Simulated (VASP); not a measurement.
# C (Fd-3m) in VASP: notebook, part 2 of 2

VASP 6.6.1. The steps go on from the part before.

### 3 Single point, LDA

This run uses another cell than the first one, of 5.51 Å³/atom, 0.970 times its volume.

File INCAR:

```
SYSTEM = C
PREC = Accurate
ENCUT = 600
EDIFF = 1E-6
ISMEAR = 0
SIGMA = 0.1
LREAL = .FALSE.
LASPH = .TRUE.
NELM = 120
ALGO = Normal
ISIF = 2
LWAVE = .FALSE.
LCHARG = .FALSE.
GGA = CA
NBANDS = 11
GGA_COMPAT = .FALSE.
```

File KPOINTS:

```
regular mesh
0
G
  10 10 10
  0 0 0
```

File POSCAR:

```
C
1.0
    0.0000000000      1.7657474434      1.7657474434
    1.7657474434      0.0000000000      1.7657474434
    1.7657474434      1.7657474434      0.0000000000
C
2
Direct
    0.0000000000      0.0000000000      0.0000000000
    0.2500000000      0.2500000000      0.2500000000
```

Potentials or basis: VASP PAW LDA potentials, release 64 (C).

Started as:

```sh
cat potpaw_LDA.64/C/POTCAR > POTCAR
mpirun -np 1 vasp_std > vasp.out
```

OUTCAR:

```text
SYSTEM = C
   PREC = Accurate
   ENCUT = 600
   EDIFF = 1E-6
   ISMEAR = 0
   LREAL = .FALSE.
   LASPH = .TRUE.
   NELM = 120
   ISIF = 2
   GGA = CA

 ion  position               nearest neighbor table
   1  0.000  0.000  0.000-   2 1.53   2 1.53   2 1.53   2 1.53
   2  0.250  0.250  0.250-   1 1.53   1 1.53   1 1.53   1 1.53

  LATTYP: Found a face centered cubic cell.
 ALAT       =     3.5314948868

  Lattice vectors:

 A1 = (   0.0000000000,   1.7657474434,   1.7657474434)
 A2 = (   1.7657474434,   0.0000000000,   1.7657474434)
 A3 = (   1.7657474434,   1.7657474434,   0.0000000000)

Analysis of symmetry for initial positions (statically):
=====================================================================
 Subroutine PRICEL returns:
 Original cell was already a primitive cell.

 Routine SETGRP: Setting up the symmetry group for a
 face centered cubic supercell.

 Subroutine GETGRP returns: Found 48 space group operations
 (whereof 24 operations were pure point group operations)
 out of a pool of 48 trial point group operations.

The static configuration has the point symmetry T_d .
 The point group associated with its full space group is O_h .

Analysis of symmetry for dynamics (positions and initial velocities):
=====================================================================
 Subroutine PRICEL returns:
 Original cell was already a primitive cell.

 Routine SETGRP: Setting up the symmetry group for a
 face centered cubic supercell.

 Subroutine GETGRP returns: Found 48 space group operations
 (whereof 24 operations were pure point group operations)
 out of a pool of 48 trial point group operations.

The dynamic configuration has the point symmetry T_d .
 The point group associated with its full space group is O_h .

 Subroutine INISYM returns: Found 48 space group operations
 (whereof 24 operations are pure point group operations),
 and found     1 'primitive' translations

----------------------------------------------------------------------------------------

                                     Primitive cell

  volume of cell :      11.0107

  direct lattice vectors                    reciprocal lattice vectors
     0.000000000  1.765747443  1.765747443    -0.283166204  0.283166204  0.283166204
     1.765747443  0.000000000  1.765747443     0.283166204 -0.283166204  0.283166204
     1.765747443  1.765747443  0.000000000     0.283166204  0.283166204 -0.283166204

  length of vectors
     2.497143982  2.497143982  2.497143982     0.490458252  0.490458252  0.490458252

  position of ions in fractional coordinates (direct lattice)
     0.000000000  0.000000000  0.000000000
     0.250000000  0.250000000  0.250000000

  ion indices of the primitive-cell ions
   primitive index   ion index
                 1           1
                 2           2

----------------------------------------------------------------------------------------

 KPOINTS: regular mesh

Automatic generation of k-mesh.
 Grid dimensions read from file:
 generate k-points for:   10   10   10

 Generating k-lattice:

  Cartesian coordinates                     Fractional coordinates (reciprocal lattice)
    -0.028316620  0.028316620  0.028316620     0.100000000  0.000000000  0.000000000
     0.028316620 -0.028316620  0.028316620     0.000000000  0.100000000  0.000000000
     0.028316620  0.028316620 -0.028316620     0.000000000  0.000000000  0.100000000

  Length of vectors
     0.049045825  0.049045825  0.049045825

  Shift w.r.t. Gamma in fractional coordinates (k-lattice)
     0.000000000  0.000000000  0.000000000

 Subroutine IBZKPT returns following result:
 ===========================================

 Found     47 irreducible k-points:

 Following reciprocal coordinates:
            Coordinates               Weight
  0.000000  0.000000  0.000000      1.000000
  0.100000  0.000000  0.000000      8.000000
  0.200000  0.000000  0.000000      8.000000
  0.300000  0.000000  0.000000      8.000000
  0.400000  0.000000  0.000000      8.000000
  0.500000  0.000000  0.000000      4.000000
[... 16 lines left out ...]
  0.300000  0.300000  0.000000      6.000000
  0.400000  0.300000  0.000000     24.000000
 [... further k-points ...]
   k-points           NKPTS =     47   k-points in BZ     NKDIM =     47   number of bands    NBANDS=     11
   number of dos      NEDOS =    301   number of ions     NIONS =      2
   total plane-waves  NPLWV =   8000
   dimension x,y,z NGX =    20 NGY =   20 NGZ =   20
   dimension x,y,z NGXF=    40 NGYF=   40 NGZF=   40
   ions per type =               2
   NGX,Y,Z   is equivalent  to a cutoff of  13.31, 13.31, 13.31 a.u.
   NGXF,Y,Z  is equivalent  to a cutoff of  26.63, 26.63, 26.63 a.u.
 SYSTEM =  C
   PREC   = accura    normal or accurate (medium, high low for compatibility)
   ISTART =      0    job   : 0-new  1-cont  2-samecut
   ICHARG =      2    charge: 1-file 2-atom 10-const
   ISPIN  =      1    spin polarized calculation?
   LNONCOLLINEAR =      F non collinear calculations
   LSORBIT =      F    spin-orbit coupling
   LASPH  =      T    aspherical Exc in radial PAW
   ENCUT  =  600.0 eV  44.10 Ry    6.64 a.u.   4.99  4.99  4.99*2*pi/ulx,y,z
   NELM   =    120;   NELMIN=  2; NELMDL= -5     # of ELM steps
   EDIFF  = 0.1E-05   stopping-criterion for ELM
   LREAL  =      F    real-space projection
[... 7 lines left out ...]
   TEBEG  =    0.0;   TEEND  =   0.0 temperature during run
   PSTRESS=    0.0 pullay stress
   NELECT =       8.0000    total number of electrons
   NUPDOWN=      -1.0000    fix difference up-down
   EMIN   =  10.00;   EMAX   =-10.00  energy-range for DOS
   EFERMI =   0.00;   METHOD = LEGACY
   ISMEAR =     0;   SIGMA  =   0.10  broadening in eV -4-tet -1-fermi 0-gaus
   EFERMI_NEDOS =   21; number of points for ismear=-14 and -15
   IALGO  =     38    algorithm
   IMIX   =      4    mixing-type and parameters
     AMIX     =   0.40;   BMIX     =  1.00
     AMIX_MAG =   1.60;   BMIX_MAG =  1.00
  volume/ion in A,a.u.               =       5.51        37.15
  Fermi-wavevector in a.u.,A,eV,Ry     =   1.471746  2.781197 29.470719  2.166037
  Thomas-Fermi vector in A             =   2.586845
   LORBIT       =      0    0 simple, 1 ext, 2 COOP (PROOUT), +10 PAW based schemes
   GGA     = CA    functional components
   LHFCALC =     F    Hartree Fock is set to
   AEXX    =    0.0000 exact exchange contribution
   IVDW    =     0    specifies the selected vdW correction
   LEPSILON=     F    determine dielectric tensor
   LRPA    =     F    only Hartree local field effects (RPA)
 non-spin polarized calculation
 Gauss-broadening in eV      SIGMA  =   0.10
  energy-cutoff  :      600.00
  volume of cell :       11.01
 maximum number of plane-waves:       377
   NGX =  9   NGY =  9   NGZ =  9

 number of electron       7.9999998 magnetization

 Free energy of the ion-electron system (eV)
  ---------------------------------------------------
  ext. energy  EPLUGINS =         0.00000000
  ---------------------------------------------------
  free energy    TOTEN  =       -20.25193673 eV

  energy without entropy =      -20.25193673  energy(sigma->0) =      -20.25193673

 E-fermi :  10.7482     XC(G=0): -13.6442

 val. band max:       10.1627449138   @ k =   0.0000   0.0000   0.0000
 cond. band min:      14.3671657116   @ k =   0.4000   0.4000   0.0000
 fundamental gap:      4.2044207978
 Fermi energy:        10.7481753571

 k-point     1 :       0.0000    0.0000    0.0000
  band No.  band energies     occupation
      1     -11.5561      2.00000
      2      10.1627      2.00000
      3      10.1627      2.00000
      4      10.1627      2.00000
      5      15.7895      0.00000
      6      15.7895      0.00000
      7      15.7895      0.00000
      8      24.4052      0.00000
      9      29.5625      0.00000
     10      37.1300      0.00000
     11      37.1300      0.00000
[... 309 lines left out ...]
 k-point    24 :       0.4000    0.3000    0.0000
  band No.  band energies     occupation
      1      -6.8715      2.00000
      2       2.1351      2.00000
      3       4.0232      2.00000
      4       4.6562      2.00000
      5      15.0032      0.00000
      6      18.2119      0.00000
      7      24.4559      0.00000
      8      24.5634      0.00000
      9      32.3191      0.00000
     10      33.1537      0.00000
     11      41.3080      0.00000

 [... further k-points ...]

------------------------ aborting loop because EDIFF is reached ----------------------------------------

  FORCE on cell =-STRESS in cart. coord.  units (eV):
  Direction    XX          YY          ZZ          XY          YZ          ZX
  --------------------------------------------------------------------------------------
  -------------------------------------------------------------------------------------
  Total        0.0641058      0.0641058      0.0641058     -0.0000000      0.0000000     -0.0000000
  in kB        9.3280748      9.3280748      9.3280748     -0.0000000      0.0000000     -0.0000000
  external PRESSURE =       9.3280748 kB  Pullay stress =       0.0000000 kB

 VOLUME and BASIS-vectors are now :
 -----------------------------------------------------------------------------
  energy-cutoff  :      600.00
  volume of cell :       11.01
      direct lattice vectors                 reciprocal lattice vectors
     0.000000000  1.765747443  1.765747443    -0.283166204  0.283166204  0.283166204
     1.765747443  0.000000000  1.765747443     0.283166204 -0.283166204  0.283166204
     1.765747443  1.765747443  0.000000000     0.283166204  0.283166204 -0.283166204

 POSITION                                       TOTAL-FORCE (eV/Angst)
 -----------------------------------------------------------------------------------
      0.00000      0.00000      0.00000         0.000000      0.000000      0.000000
      0.88287      0.88287      0.88287        -0.000000     -0.000000     -0.000000
 -----------------------------------------------------------------------------------
    total drift:                                0.000000      0.000000      0.000000

  FREE ENERGIE OF THE ION-ELECTRON SYSTEM (eV)
  ---------------------------------------------------
  free  energy   TOTEN  =       -20.2519367331 eV

  energy  without entropy=      -20.2519367331  energy(sigma->0) =      -20.25193673
```

stdout:

```text
POSCAR found type information on POSCAR C
 POSCAR found :  1 types and       2 ions
 scaLAPACK will be used
 LDA part: xc-table for (Slater(with rela. corr.)+CA(PZ))
 , standard interpolation
 POSCAR, INCAR and KPOINTS ok, starting setup
 FFT: planning ... GRIDC
 FFT: planning ... GRID_SOFT
 FFT: planning ... GRID
 WAVECAR not read
 entering main loop
```

It took 3.5 s on 1 thread of Intel Xeon 6975P-C, shared host; peak memory 0.11 GiB.

What came out:

* Free energy: -20.2519 eV
* Pressure: 0.9 GPa
* Band gap on the k mesh: 4.20 eV, indirect (least direct gap 5.63 eV)

A k mesh can miss the band edges. Expect the measured gap to be larger: semilocal functionals such as LDA lack the derivative discontinuity.
